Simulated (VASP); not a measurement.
# GaN (I-4m2) in VASP: single point with LDA

Aim: the single point of GaN with LDA.

All numbers are computed with VASP 6.6.1; they aren't measurements. Logs are shortened: lines on timing, memory, paths and dates and some standing lists are left out, and cuts for length are marked.

**1. The cell of the first run**

It takes space group I-4m2 (No. 119, tetragonal). The conventional cell has a = 3.213 Å, b = 3.213 Å, c = 4.355 Å, α = 90.00°, β = 90.00°, γ = 90.00°. Ga (site symmetry -4m2) has 4 N at 1.94 Å within 2.6 Å. N (site symmetry -4m2) has 4 Ga at 1.94 Å within 2.6 Å.

**2. Single point, LDA (in-plane strain +0.02, then relaxed in part)**

Input file INCAR:

```
SYSTEM = GaN
PREC = Accurate
ENCUT = 520
EDIFF = 1E-6
ISMEAR = 0
SIGMA = 0.01
LREAL = .False.
LASPH = .True.
NELM = 80
ALGO = Normal
ISIF = 2
LWAVE = .False.
LCHARG = .True.
LELF = .True.
LVHAR = .True.
NBANDS = 16
```

Input file KPOINTS:

```
Automatic mesh
0
Gamma
  10 10 10
  0 0 0
```

Input file POSCAR:

```
GaN
1.0
    2.2722585891      2.2722585891      0.0000000000
   -2.2722585891      2.2722585891      0.0000000000
    0.0000000000      2.2722585891      2.1774692407
Ga N
1 1
Direct
    0.0000000000      0.0000000000      0.0000000000
    0.2500000000      0.7500000000      0.5000000000
```

Potentials or basis: VASP PAW LDA potentials, release 64 (Ga_d, N).

On the command line:

```sh
cat potpaw_LDA.64/Ga_d/POTCAR potpaw_LDA.64/N/POTCAR > POTCAR
mpirun -np 1 vasp_std > vasp.out
```

OUTCAR:

```text
SYSTEM = GaN
   PREC = Accurate
   ENCUT = 520
   EDIFF = 1E-6
   ISMEAR = 0
   LREAL = .False.
   LASPH = .True.
   NELM = 80
   ISIF = 2

 ion  position               nearest neighbor table
   1  0.000  0.000  0.000-   2 1.94   2 1.94   2 1.94   2 1.94
   2  0.250  0.750  0.500-   1 1.94   1 1.94   1 1.94   1 1.94

  LATTYP: Found a body centered tetragonal cell.
 ALAT       =     3.2134589139
 C/A-ratio  =     1.3552183482

  Lattice vectors:

 A1 = (   2.2722585891,   0.0000000000,  -2.1774692407)
 A2 = (  -2.2722585891,   0.0000000000,  -2.1774692407)
 A3 = (   0.0000000000,   2.2722585891,   2.1774692407)

Analysis of symmetry for initial positions (statically):
=====================================================================
 Subroutine PRICEL returns:
 Original cell was already a primitive cell.

 Routine SETGRP: Setting up the symmetry group for a
 body centered tetragonal supercell.

 Subroutine GETGRP returns: Found  8 space group operations
 (whereof  8 operations were pure point group operations)
 out of a pool of 16 trial point group operations.

The static configuration has the point symmetry D_2d.

Analysis of symmetry for dynamics (positions and initial velocities):
=====================================================================
 Subroutine PRICEL returns:
 Original cell was already a primitive cell.

 Routine SETGRP: Setting up the symmetry group for a
 body centered tetragonal supercell.

 Subroutine GETGRP returns: Found  8 space group operations
 (whereof  8 operations were pure point group operations)
 out of a pool of 16 trial point group operations.

The dynamic configuration has the point symmetry D_2d.

 Subroutine INISYM returns: Found  8 space group operations
 (whereof  8 operations are pure point group operations),
 and found     1 'primitive' translations

----------------------------------------------------------------------------------------

                                     Primitive cell

  volume of cell :      22.4852

  direct lattice vectors                    reciprocal lattice vectors
     2.272258589  2.272258589  0.000000000     0.220045378  0.220045378 -0.229624369
    -2.272258589  2.272258589  0.000000000    -0.220045378  0.220045378 -0.229624369
     0.000000000  2.272258589  2.177469241     0.000000000  0.000000000  0.459248738

  length of vectors
     3.213458914  3.213458914  3.147146547     0.386739302  0.386739302  0.459248738

  position of ions in fractional coordinates (direct lattice)
     0.000000000  0.000000000  0.000000000
     0.250000000  0.750000000  0.500000000

  ion indices of the primitive-cell ions
   primitive index   ion index
                 1           1
                 2           2

----------------------------------------------------------------------------------------

 KPOINTS: Automatic mesh

Automatic generation of k-mesh.
 Grid dimensions read from file:
 generate k-points for:   10   10   10

 Generating k-lattice:

  Cartesian coordinates                     Fractional coordinates (reciprocal lattice)
     0.022004538  0.022004538 -0.022962437     0.100000000  0.000000000  0.000000000
    -0.022004538  0.022004538 -0.022962437     0.000000000  0.100000000  0.000000000
     0.000000000  0.000000000  0.045924874     0.000000000  0.000000000  0.100000000

  Length of vectors
     0.038673930  0.038673930  0.045924874

  Shift w.r.t. Gamma in fractional coordinates (k-lattice)
     0.000000000  0.000000000  0.000000000

 Subroutine IBZKPT returns following result:
 ===========================================

 Found    102 irreducible k-points:

 Following reciprocal coordinates:
            Coordinates               Weight
  0.000000  0.000000  0.000000      1.000000
  0.100000  0.000000  0.000000      8.000000
  0.200000  0.000000  0.000000      8.000000
  0.300000  0.000000  0.000000      8.000000
  0.400000  0.000000 -0.000000      8.000000
  0.500000  0.000000 -0.000000      4.000000
[... 16 lines left out ...]
  0.300000  0.300000  0.000000      8.000000
  0.400000  0.300000  0.000000     16.000000
 [... further k-points ...]
   k-points           NKPTS =    102   k-points in BZ     NKDIM =    102   number of bands    NBANDS=     16
   number of dos      NEDOS =    301   number of ions     NIONS =      2
   total plane-waves  NPLWV =  13824
   dimension x,y,z NGX =    24 NGY =   24 NGZ =   24
   dimension x,y,z NGXF=    48 NGYF=   48 NGZF=   48
   ions per type =               1   1
   NGX,Y,Z   is equivalent  to a cutoff of  12.42, 12.42, 12.68 a.u.
   NGXF,Y,Z  is equivalent  to a cutoff of  24.83, 24.83, 25.36 a.u.
 SYSTEM =  GaN
   PREC   = accura    normal or accurate (medium, high low for compatibility)
   ISTART =      0    job   : 0-new  1-cont  2-samecut
   ICHARG =      2    charge: 1-file 2-atom 10-const
   ISPIN  =      1    spin polarized calculation?
   LNONCOLLINEAR =      F non collinear calculations
   LSORBIT =      F    spin-orbit coupling
   LASPH  =      T    aspherical Exc in radial PAW
   ENCUT  =  520.0 eV  38.22 Ry    6.18 a.u.   5.97  5.97  5.85*2*pi/ulx,y,z
   NELM   =     80;   NELMIN=  2; NELMDL= -5     # of ELM steps
   EDIFF  = 0.1E-05   stopping-criterion for ELM
   LREAL  =      F    real-space projection
   EDIFFG = 0.1E-04   stopping-criterion for IOM
   NSW    =      0    number of steps for IOM
   IBRION =     -1    ionic relax: 0-MD 1-quasi-New 2-CG
   NFREE  =      0    steps in history (QN), initial steepest desc. (CG)
   ISIF   =      2    stress and relaxation
   ISYM   =      2    0-nonsym 1-usesym 2-fastsym
   POTIM  = 0.5000    time-step for ionic-motion
   TEBEG  =    0.0;   TEEND  =   0.0 temperature during run
   PSTRESS=    0.0 pullay stress
   NELECT =      18.0000    total number of electrons
   NUPDOWN=      -1.0000    fix difference up-down
   EMIN   =  10.00;   EMAX   =-10.00  energy-range for DOS
   EFERMI =   0.00;   METHOD = LEGACY
   ISMEAR =     0;   SIGMA  =   0.01  broadening in eV -4-tet -1-fermi 0-gaus
   EFERMI_NEDOS =   21; number of points for ismear=-14 and -15
   IALGO  =     38    algorithm
   IMIX   =      4    mixing-type and parameters
     AMIX     =   0.40;   BMIX     =  1.00
     AMIX_MAG =   1.60;   BMIX_MAG =  1.00
  volume/ion in A,a.u.               =      11.24        75.87
  Fermi-wavevector in a.u.,A,eV,Ry     =   1.520080  2.872535 31.438216  2.310644
  Thomas-Fermi vector in A             =   2.628979
   LORBIT       =      0    0 simple, 1 ext, 2 COOP (PROOUT), +10 PAW based schemes
   GGA     = CA    functional components
   LHFCALC =     F    Hartree Fock is set to
   AEXX    =    0.0000 exact exchange contribution
   IVDW    =     0    specifies the selected vdW correction
   LEPSILON=     F    determine dielectric tensor
   LRPA    =     F    only Hartree local field effects (RPA)
 non-spin polarized calculation
 Gauss-broadening in eV      SIGMA  =   0.01
  energy-cutoff  :      520.00
  volume of cell :       22.49
 maximum number of plane-waves:       620
   NGX = 11   NGY = 11   NGZ = 11

 number of electron      18.0000005 magnetization

 Free energy of the ion-electron system (eV)
  ---------------------------------------------------
  ext. energy  EPLUGINS =         0.00000000
  ---------------------------------------------------
  free energy    TOTEN  =       -13.93226622 eV

  energy without entropy =      -13.93226622  energy(sigma->0) =      -13.93226622

 E-fermi :   5.4824     XC(G=0): -12.2149

 val. band max:        5.3529564553   @ k =   0.0000   0.0000   0.0000
 cond. band min:       7.0870761781   @ k =   0.0000   0.0000   0.0000
 fundamental gap:      1.7341197229
 Fermi energy:         5.4824414404

 k-point     1 :       0.0000    0.0000    0.0000
  band No.  band energies     occupation
      1     -10.7259      2.00000
      2      -8.3592      2.00000
      3      -8.3592      2.00000
      4      -8.3149      2.00000
      5      -8.0130      2.00000
      6      -8.0078      2.00000
[... 8 lines left out ...]
     15      23.5863      0.00000
     16      23.5863      0.00000

 k-point     2 :       0.1000    0.0000    0.0000
  band No.  band energies     occupation
      1     -10.6101      2.00000
      2      -8.3448      2.00000
      3      -8.3305      2.00000
      4      -8.2905      2.00000
      5      -8.0133      2.00000
      6      -8.0100      2.00000
[... 8 lines left out ...]
     15      22.3753      0.00000
     16      23.4846      0.00000

 k-point     3 :       0.2000    0.0000    0.0000
  band No.  band energies     occupation
      1     -10.3207      2.00000
      2      -8.3122      2.00000
      3      -8.2840      2.00000
      4      -8.1364      2.00000
      5      -8.0097      2.00000
      6      -8.0085      2.00000
[... 8 lines left out ...]
     15      21.7436      0.00000
     16      22.6112      0.00000

 k-point     4 :       0.3000    0.0000    0.0000
  band No.  band energies     occupation
      1     -10.0228      2.00000
      2      -8.2842      2.00000
      3      -8.2526      2.00000
      4      -8.0059      2.00000
      5      -7.9888      2.00000
      6      -7.7034      2.00000
[... 8 lines left out ...]
     15      22.4375      0.00000
     16      22.7143      0.00000

 k-point     5 :       0.4000    0.0000   -0.0000
  band No.  band energies     occupation
      1      -9.8553      2.00000
      2      -8.2727      2.00000
      3      -8.2393      2.00000
      4      -7.9851      2.00000
      5      -7.9605      2.00000
      6      -7.0325      2.00000
[... 8 lines left out ...]
     15      23.9376      0.00000
     16      23.9475      0.00000

 k-point     6 :       0.5000    0.0000   -0.0000
  band No.  band energies     occupation
      1      -9.8093      2.00000
      2      -8.2708      2.00000
      3      -8.2369      2.00000
      4      -7.9746      2.00000
      5      -7.9470      2.00000
      6      -6.6265      2.00000
[... 8 lines left out ...]
     15      24.9096      0.00000
     16      24.9525      0.00000

 k-point     7 :       0.1000    0.1000    0.0000
  band No.  band energies     occupation
      1     -10.4335      2.00000
      2      -8.3162      2.00000
      3      -8.3089      2.00000
      4      -8.2213      2.00000
      5      -8.0224      2.00000
      6      -7.9954      2.00000
[... 8 lines left out ...]
     15      22.2139      0.00000
     16      24.0190      0.00000

 k-point     8 :       0.2000    0.1000   -0.0000
  band No.  band energies     occupation
      1     -10.1438      2.00000
      2      -8.2855      2.00000
      3      -8.2681      2.00000
      4      -8.0597      2.00000
      5      -8.0222      2.00000
      6      -7.8887      2.00000
[... 8 lines left out ...]
     15      21.8325      0.00000
     16      23.8963      0.00000

 k-point     9 :       0.3000    0.1000    0.0000
  band No.  band energies     occupation
      1      -9.9081      2.00000
      2      -8.2679      2.00000
      3      -8.2363      2.00000
      4      -8.0207      2.00000
      5      -7.9877      2.00000
      6      -7.3817      2.00000
[... 8 lines left out ...]
     15      21.9969      0.00000
     16      24.2660      0.00000
[... 172 lines left out ...]
 k-point    19 :       0.5000    0.2000    0.0000
  band No.  band energies     occupation
      1      -9.7360      2.00000
      2      -8.2437      2.00000
      3      -8.1654      2.00000
      4      -8.0490      2.00000
      5      -7.9620      2.00000
      6      -6.5424      2.00000
[... 8 lines left out ...]
     15      25.1588      0.00000
     16      26.1320      0.00000

 k-point    20 :      -0.4000    0.2000   -0.0000
  band No.  band energies     occupation
      1      -9.8141      2.00000
      2      -8.2329      2.00000
      3      -8.1695      2.00000
      4      -8.0920      2.00000
      5      -7.9615      2.00000
      6      -7.1939      2.00000
[... 8 lines left out ...]
     15      25.2243      0.00000
     16      26.5117      0.00000

 k-point    21 :      -0.3000    0.2000   -0.0000
  band No.  band energies     occupation
      1      -9.9856      2.00000
      2      -8.2294      2.00000
      3      -8.1921      2.00000
      4      -8.1307      2.00000
      5      -7.9748      2.00000
      6      -7.7602      2.00000
[... 8 lines left out ...]
     15      25.3997      0.00000
     16      26.6676      0.00000

 k-point    22 :      -0.2000    0.2000    0.0000
  band No.  band energies     occupation
      1     -10.2064      2.00000
      2      -8.2518      2.00000
      3      -8.2229      2.00000
      4      -8.1975      2.00000
      5      -8.0088      2.00000
      6      -7.9751      2.00000
[... 8 lines left out ...]
     15      25.9240      0.00000
     16      26.3246      0.00000

 k-point    23 :       0.3000    0.3000    0.0000
  band No.  band energies     occupation
      1      -9.7037      2.00000
      2      -8.2420      2.00000
      3      -8.1373      2.00000
      4      -8.0414      2.00000
      5      -8.0061      2.00000
      6      -6.3330      2.00000
[... 8 lines left out ...]
     15      23.0765      0.00000
     16      27.7083      0.00000

 k-point    24 :       0.4000    0.3000    0.0000
  band No.  band energies     occupation
      1      -9.6729      2.00000
      2      -8.2310      2.00000
      3      -8.1060      2.00000
      4      -8.0631      2.00000
      5      -7.9807      2.00000
      6      -6.0964      2.00000
[... 8 lines left out ...]
     15      25.0275      0.00000
     16      27.9387      0.00000

 [... further k-points ...]
[... 5 lines left out ...]
  --------------------------------------------------------------------------------------
  -------------------------------------------------------------------------------------
  Total       -0.5667371     -0.5667371      0.1400733      0.0000000      0.0000000      0.0000000
  in kB      -40.3826363    -40.3826363      9.9808685      0.0000000      0.0000000      0.0000000
  external PRESSURE =     -23.5948013 kB  Pullay stress =       0.0000000 kB

 VOLUME and BASIS-vectors are now :
 -----------------------------------------------------------------------------
  energy-cutoff  :      520.00
  volume of cell :       22.49
      direct lattice vectors                 reciprocal lattice vectors
     2.272258589  2.272258589  0.000000000     0.220045378  0.220045378 -0.229624369
    -2.272258589  2.272258589  0.000000000    -0.220045378  0.220045378 -0.229624369
     0.000000000  2.272258589  2.177469241     0.000000000  0.000000000  0.459248738

 POSITION                                       TOTAL-FORCE (eV/Angst)
 -----------------------------------------------------------------------------------
      0.00000      0.00000      0.00000         0.000000      0.000000      0.000000
     -1.13613      3.40839      1.08873        -0.000000     -0.000000      0.000000
 -----------------------------------------------------------------------------------
    total drift:                                0.000003     -0.000000      0.000000

  FREE ENERGIE OF THE ION-ELECTRON SYSTEM (eV)
  ---------------------------------------------------
  free  energy   TOTEN  =       -13.9322662165 eV

  energy  without entropy=      -13.9322662165  energy(sigma->0) =      -13.93226622
```

Wall time 18 s (1 thread of AMD EPYC 9R45 (Zen 5), shared host); peak memory 0.12 GiB.

Results:

```
Free energy            : -13.9323 eV
Pressure               : -2.4 GPa
Band gap on the k mesh : 1.73 eV, direct
```

Caveat: the cell differs from its parent crystal (in-plane strain +0.02, then relaxed in part).
